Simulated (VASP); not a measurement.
# Ni in VASP: single point with PBEsol

Aim: the single point of Ni with PBEsol.

Everything below comes from runs of VASP 6.6.1. Logs are shortened: lines on timing, memory, paths and dates and some standing lists are left out, and cuts for length are marked.

### 1 The cell of the first run

The cell holds a slab with vacuum, 8 atoms: a = 2.449 Å, b = 2.449 Å, c = 27.121 Å, α = 90.00°, β = 90.00°, γ = 90.00°.

### 2 Single point, PBEsol, collinear spin, ferromagnetic start

The input, INCAR:

```
PREC = Accurate
ENCUT = 520
EDIFF = 1E-6
ISMEAR = 0
SIGMA = 0.1
LREAL = False
LASPH = True
NELM = 150
ALGO = Normal
ISIF = 2
LWAVE = False
LCHARG = True
ISPIN = 2
MAGMOM = 0.73 0.73 0.73 0.73 0.73 0.73 0.73 0.73
LORBIT = 11
LMAXMIX = 4
LDIPOL = True
IDIPOL = 3
DIPOL = 0.5 0.5 0.500
GGA = PS
LELF = True
LVHAR = True
LVACPOTAV = True
NBANDS = 54
```

The input, KPOINTS:

```
regular mesh
0
Gamma
  14 14 1
```

The input, POSCAR:

```
Ni
1.0
    2.4488137016      0.0000000000      0.0000000000
    0.0000000000      2.4488137016      0.0000000000
    0.0000000000      0.0000000000     27.1210094196
Ni
8
Direct
    0.5000000000      0.5000000000      0.2785883121
    0.0000000000      0.0000000000      0.3399884745
    0.5000000000      0.5000000000      0.4042543790
    0.0000000000      0.0000000000      0.4680877814
    0.5000000000      0.5000000000      0.5319108044
    0.0000000000      0.0000000000      0.5957447171
    0.5000000000      0.5000000000      0.6600120894
    0.0000000000      0.0000000000      0.7214134422
```

Potentials or basis: VASP PAW PBE potentials, release 64 (Ni).

Started as:

```
> cat potpaw_PBE.64/Ni/POTCAR > POTCAR
> mpirun -np 1 vasp_std > vasp.out
```

OUTCAR:

```text
PREC = Accurate
   ENCUT = 520
   EDIFF = 1E-6
   ISMEAR = 0
   LREAL = False
   LASPH = True
   NELM = 150
   ISIF = 2
   ISPIN = 2
   LORBIT = 11
   GGA = PS

 ion  position               nearest neighbor table
   1  0.500  0.500  0.279-   2 2.40   2 2.40   2 2.40   2 2.40
   2  0.000  0.000  0.340-   1 2.40   1 2.40   1 2.40   1 2.40   3 2.46   3 2.46   3 2.46   3 2.46

   3  0.500  0.500  0.404-   4 2.45   4 2.45   4 2.45   4 2.45   2 2.46   2 2.46   2 2.46   2 2.46

   4  0.000  0.000  0.468-   5 2.45   5 2.45   5 2.45   5 2.45   3 2.45   3 2.45   3 2.45   3 2.45

   5  0.500  0.500  0.532-   4 2.45   4 2.45   4 2.45   4 2.45   6 2.45   6 2.45   6 2.45   6 2.45

   6  0.000  0.000  0.596-   5 2.45   5 2.45   5 2.45   5 2.45   7 2.46   7 2.46   7 2.46   7 2.46

   7  0.500  0.500  0.660-   8 2.40   8 2.40   8 2.40   8 2.40   6 2.46   6 2.46   6 2.46   6 2.46

   8  0.000  0.000  0.721-   7 2.40   7 2.40   7 2.40   7 2.40

  LATTYP: Found a simple tetragonal cell.
 ALAT       =     2.4488137016
 C/A-ratio  =    11.0751623947

  Lattice vectors:

 A1 = (   2.4488137016,   0.0000000000,   0.0000000000)
 A2 = (   0.0000000000,   2.4488137016,   0.0000000000)
 A3 = (   0.0000000000,   0.0000000000,  27.1210094196)

Analysis of symmetry for initial positions (statically):
=====================================================================
 Subroutine PRICEL returns:
 Original cell was already a primitive cell.

 Routine SETGRP: Setting up the symmetry group for a
 simple tetragonal supercell.

 Subroutine GETGRP returns: Found 16 space group operations
 (whereof  8 operations were pure point group operations)
 out of a pool of 16 trial point group operations.

The static configuration has the point symmetry C_4v.
 The point group associated with its full space group is D_4h.

Analysis of symmetry for dynamics (positions and initial velocities):
=====================================================================
 Subroutine PRICEL returns:
 Original cell was already a primitive cell.

 Routine SETGRP: Setting up the symmetry group for a
 simple tetragonal supercell.

 Subroutine GETGRP returns: Found 16 space group operations
 (whereof  8 operations were pure point group operations)
 out of a pool of 16 trial point group operations.

The dynamic configuration has the point symmetry C_4v.
 The point group associated with its full space group is D_4h.

Analysis of structural, dynamic, and magnetic symmetry:
=====================================================================
 Subroutine PRICEL returns:
 Original cell was already a primitive cell.

 Routine SETGRP: Setting up the symmetry group for a
 simple tetragonal supercell.

 Subroutine GETGRP returns: Found 16 space group operations
 (whereof  8 operations were pure point group operations)
 out of a pool of 16 trial point group operations.

The overall configuration has the point symmetry C_4v.
 The point group associated with its full space group is D_4h.

 Subroutine INISYM returns: Found 16 space group operations
 (whereof  8 operations are pure point group operations),
 and found     1 'primitive' translations

----------------------------------------------------------------------------------------

                                     Primitive cell

  volume of cell :     162.6362

  direct lattice vectors                    reciprocal lattice vectors
     2.448813702  0.000000000  0.000000000     0.408360995  0.000000000  0.000000000
     0.000000000  2.448813702  0.000000000     0.000000000  0.408360995  0.000000000
     0.000000000  0.000000000 27.121009420     0.000000000  0.000000000  0.036871784

  length of vectors
     2.448813702  2.448813702 27.121009420     0.408360995  0.408360995  0.036871784

  position of ions in fractional coordinates (direct lattice)
     0.500000000  0.500000000  0.278588312
     0.000000000  0.000000000  0.339988474
     0.500000000  0.500000000  0.404254379
     0.000000000  0.000000000  0.468087781
     0.500000000  0.500000000  0.531910804
     0.000000000  0.000000000  0.595744717
     0.500000000  0.500000000  0.660012089
     0.000000000  0.000000000  0.721413442

  ion indices of the primitive-cell ions
   primitive index   ion index
                 1           1
[... 70 lines left out ...]
   PREC   = accura    normal or accurate (medium, high low for compatibility)
   ISTART =      0    job   : 0-new  1-cont  2-samecut
   ICHARG =      2    charge: 1-file 2-atom 10-const
   ISPIN  =      2    spin polarized calculation?
   LNONCOLLINEAR =      F non collinear calculations
   LSORBIT =      F    spin-orbit coupling
   LASPH  =      T    aspherical Exc in radial PAW
   ENCUT  =  520.0 eV  38.22 Ry    6.18 a.u.   4.55  4.55 50.43*2*pi/ulx,y,z
   NELM   =    150;   NELMIN=  2; NELMDL= -5     # of ELM steps
   EDIFF  = 0.1E-05   stopping-criterion for ELM
   LREAL  =      F    real-space projection
   EDIFFG = 0.1E-04   stopping-criterion for IOM
   NSW    =      0    number of steps for IOM
   IBRION =     -1    ionic relax: 0-MD 1-quasi-New 2-CG
   NFREE  =      0    steps in history (QN), initial steepest desc. (CG)
   ISIF   =      2    stress and relaxation
   ISYM   =      2    0-nonsym 1-usesym 2-fastsym
   POTIM  = 0.5000    time-step for ionic-motion
   TEBEG  =    0.0;   TEEND  =   0.0 temperature during run
   PSTRESS=    0.0 pullay stress
   NELECT =      80.0000    total number of electrons
   NUPDOWN=      -1.0000    fix difference up-down
   EMIN   =  10.00;   EMAX   =-10.00  energy-range for DOS
   EFERMI =   0.00;   METHOD = LEGACY
   ISMEAR =     0;   SIGMA  =   0.10  broadening in eV -4-tet -1-fermi 0-gaus
   EFERMI_NEDOS =   21; number of points for ismear=-14 and -15
   IALGO  =     38    algorithm
   IMIX   =      4    mixing-type and parameters
     AMIX     =   0.40;   BMIX     =  1.00
     AMIX_MAG =   1.60;   BMIX_MAG =  1.00
  volume/ion in A,a.u.               =      20.33       137.19
  Fermi-wavevector in a.u.,A,eV,Ry     =   1.292307  2.442106 22.722512  1.670058
  Thomas-Fermi vector in A             =   2.424023
   LORBIT       =     11    0 simple, 1 ext, 2 COOP (PROOUT), +10 PAW based schemes
   GGA     = PS    functional components
   LHFCALC =     F    Hartree Fock is set to
   AEXX    =    0.0000 exact exchange contribution
   IVDW    =     0    specifies the selected vdW correction
   LEPSILON=     F    determine dielectric tensor
   LRPA    =     F    only Hartree local field effects (RPA)
 spin polarized calculation
 Gauss-broadening in eV      SIGMA  =   0.10
  energy-cutoff  :      520.00
  volume of cell :      162.64
 maximum number of plane-waves:      4465
   NGX =  9   NGY =  9   NGZ =101

 dipolmoment           0.000000      0.000000     -0.000000 electrons x Angstroem

 number of electron      80.0000105 magnetization       4.9969693

 dipolmoment           0.000000      0.000000      0.000734 electrons x Angstroem

 Free energy of the ion-electron system (eV)
  ---------------------------------------------------
  ext. energy  EPLUGINS =         0.00000000
  ---------------------------------------------------
  free energy    TOTEN  =       -47.14817753 eV

  energy without entropy =      -47.07973537  energy(sigma->0) =      -47.11395645

 E-fermi :   2.6254     XC(G=0):  -7.7085

 val. band max:        2.6208539960   @ k =   0.3571   0.0714   0.0000
 cond. band min:       2.6257563729   @ k =   0.2857   0.0714   0.0000
 fundamental gap:      0.0049023769
 Fermi energy:         2.6254194817

 spin component 1

 k-point     1 :       0.0000    0.0000    0.0000
  band No.  band energies     occupation
      1      -6.5855      1.00000
      2      -6.0623      1.00000
      3      -5.2080      1.00000
      4      -4.0983      1.00000
      5      -3.0008      1.00000
      6      -2.3737      1.00000
[... 1309 lines left out ...]
     51       9.9732      0.00000
     52      10.5857      0.00000

 [... further k-points ...]

 spin component 2

 k-point     1 :       0.0000    0.0000    0.0000
  band No.  band energies     occupation
      1      -6.5969      1.00000
      2      -6.0711      1.00000
      3      -5.2111      1.00000
      4      -4.0852      1.00000
      5      -2.9289      1.00000
      6      -2.1571      1.00000
[... 1309 lines left out ...]
     51      10.2138      0.00000
     52      10.7933      0.00000

 [... further k-points ...]

 [bands above 52 left out]

------------------------ aborting loop because EDIFF is reached ----------------------------------------

  FORCE on cell =-STRESS in cart. coord.  units (eV):
  Direction    XX          YY          ZZ          XY          YZ          ZX
  --------------------------------------------------------------------------------------
  -------------------------------------------------------------------------------------
  Total       -1.6854954     -1.6854954      0.0342638      0.0000000      0.0000000      0.0000000
  in kB      -16.6043096    -16.6043096      0.3375424      0.0000000      0.0000000      0.0000000
  external PRESSURE =     -10.9570256 kB  Pullay stress =       0.0000000 kB

 VOLUME and BASIS-vectors are now :
 -----------------------------------------------------------------------------
  energy-cutoff  :      520.00
  volume of cell :      162.64
      direct lattice vectors                 reciprocal lattice vectors
     2.448813702  0.000000000  0.000000000     0.408360995  0.000000000  0.000000000
     0.000000000  2.448813702  0.000000000     0.000000000  0.408360995  0.000000000
     0.000000000  0.000000000 27.121009420     0.000000000  0.000000000  0.036871784

 POSITION                                       TOTAL-FORCE (eV/Angst)
 -----------------------------------------------------------------------------------
      1.22441      1.22441      7.55560         0.000000     -0.000000     -0.022393
      0.00000      0.00000      9.22083         0.000000     -0.000000      0.027040
      1.22441      1.22441     10.96379        -0.000000      0.000000      0.000282
      0.00000      0.00000     12.69501         0.000000      0.000000     -0.002649
      1.22441      1.22441     14.42596         0.000000     -0.000000      0.002649
      0.00000      0.00000     16.15720         0.000000      0.000000     -0.000282
      1.22441      1.22441     17.90019         0.000000      0.000000     -0.027040
      0.00000      0.00000     19.56546         0.000000      0.000000      0.022393
 -----------------------------------------------------------------------------------
    total drift:                                0.000000      0.000000      0.124746

  FREE ENERGIE OF THE ION-ELECTRON SYSTEM (eV)
  ---------------------------------------------------
  free  energy   TOTEN  =       -47.1481775335 eV

  energy  without entropy=      -47.0797353658  energy(sigma->0) =      -47.11395645

 vacuum level on the upper side and lower side of the slab         7.683         7.661

 total charge

# of ion       s       p       d       tot
------------------------------------------
    1        0.499   0.388   8.337   9.224
    2        0.525   0.560   8.338   9.423
    3        0.519   0.543   8.334   9.396
    4        0.521   0.545   8.336   9.402
    5        0.521   0.545   8.336   9.402
    6        0.519   0.543   8.334   9.396
    7        0.525   0.560   8.338   9.423
    8        0.499   0.388   8.337   9.224
--------------------------------------------------
tot          4.126   4.072  66.693  74.891

 magnetization (x)

# of ion       s       p       d       tot
------------------------------------------
    1       -0.004  -0.020   0.731   0.708
    2       -0.007  -0.025   0.654   0.621
    3       -0.007  -0.025   0.641   0.609
    4       -0.007  -0.024   0.625   0.594
    5       -0.007  -0.024   0.625   0.594
    6       -0.007  -0.025   0.641   0.609
    7       -0.007  -0.025   0.654   0.621
    8       -0.004  -0.020   0.731   0.708
--------------------------------------------------
tot         -0.049  -0.187   5.301   5.064
```

Run time: 20 min. Hardware: 1 thread of Oxide Virtual Turin-like, shared host; peak memory 0.54 GiB.

What came out:

* Free energy: -47.1482 eV
* Largest force: 0.027 eV/Å
* Net moment: 5.00 μB per cell
* Site moments: Ni +0.71, +0.62, +0.61, +0.59 (each value once) μB
* Valence electrons inside the program's atomic spheres: Ni 9.22, 9.42, 9.40 (each value once)

Forces in eV/Å, atoms in the order of the input:
```
Ni   0.000  0.000 -0.022
Ni   0.000  0.000  0.027
Ni   0.000  0.000  0.000
Ni   0.000  0.000 -0.003
Ni   0.000  0.000  0.003
Ni   0.000  0.000  0.000
Ni   0.000  0.000 -0.027
Ni   0.000  0.000  0.022
```

Levels at points of the mesh, in eV from the Fermi level:
Spin up:
```
           k point  band 38  band 39  band 40  band 41  band 42  band 43  band 44  band 45  band 46  band 47
(0.00, 0.00, 0.00)    -0.87    -0.77    -0.63    -0.60    -0.60    -0.56    -0.52    -0.45    -0.45     0.01
(0.50, 0.00, 0.00)    -0.69    -0.58    -0.57     0.11     0.11     0.70     0.71     0.98     0.99     1.07
(0.50, 0.50, 0.00)    -0.40    -0.18    -0.16     2.85     2.85     3.89     3.89     5.27     5.27     6.91
```
Spin down:
```tsv
k point	band 35	band 36	band 37	band 38	band 39	band 40	band 41	band 42
(0.00, 0.00, 0.00)	-0.47	-0.31	-0.13	-0.07	-0.07	0.02	0.12	0.18
(0.50, 0.00, 0.00)	-0.15	-0.15	0.07	0.08	0.19	0.21	0.43	0.44
(0.50, 0.50, 0.00)	0.38	0.39	0.39	0.41	0.66	0.68	2.91	2.91
```

Caveat: the PAW data sets were made with another functional, which shifts forces and pressure a little.
